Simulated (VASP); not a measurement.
Set up this calculation in VASP 6.6.1, as the native input.

* Task: electric field gradients
* Functional: PBE
* Potentials or basis: VASP PAW PBE potentials, release 64 (Te, Pb_d)
* Cutoff: 520 eV
* k mesh: 10 × 10 × 10
* Occupations: fermi-dirac, width 0.08 eV
* Spin: no spin polarisation
* Dipole correction: no
* Further INCAR settings: ALGO = Normal; EDIFF = 1e-08; NBANDS = 17

The structure of TePb lies in POSCAR:

```
TePb
1.0
    4.0807831442      0.0000000000      0.0000000000
    0.0000000000      4.0807831442      0.0000000000
    0.0000000000      0.0000000000      4.0807831442
Te Pb
1 1
Direct
    0.5000000000      0.5000000000      0.5000000000
    0.0000000000      0.0000000000      0.0000000000
```

The input as run:

INCAR

```
SYSTEM = TePb
ALGO     = Normal         ! electronic algorithm
EDIFF    = 1E-8           ! SCF threshold, eV
ENCUT    = 520            ! plane-wave cutoff, eV
GGA      = PE             ! functional
ISIF     = 2              ! what is computed and relaxed
ISMEAR   = -1             ! smearing method
LASPH    = .True.         ! aspherical terms in the spheres
LCHARG   = .False.        ! write CHGCAR
LEFG     = .True.       
LREAL    = .False.        ! projectors in reciprocal space
LWAVE    = .False.        ! write WAVECAR
NBANDS   = 17             ! bands
NELM     = 100            ! most SCF steps
PREC     = Accurate       ! precision mode
SIGMA    = 0.08           ! smearing width, eV
```

KPOINTS

```
k-points
0
Gamma
  10 10 10
  0 0 0
```

Potentials or basis: VASP PAW PBE potentials, release 64 (Te, Pb_d).

The run is started by

```sh
$ cat potpaw_PBE.64/Te/POTCAR potpaw_PBE.64/Pb_d/POTCAR > POTCAR
$ mpirun -np 1 vasp_std > vasp.out
```

It gave:

| Quantity | Value |
| --- | --- |
| Pressure | -2.3 GPa |
| Band gap on the k mesh | zero (bands 10 and 11 overlap by 1.07 eV) |
| Largest electric field gradient by atom | zero within the noise of the run |

Caveat: spin-orbit coupling is left out, which moves the levels of the heavy elements.

It took 100 s on 1 thread of Intel Xeon 8259CL, on a shared host, peak memory 0.21 GiB.
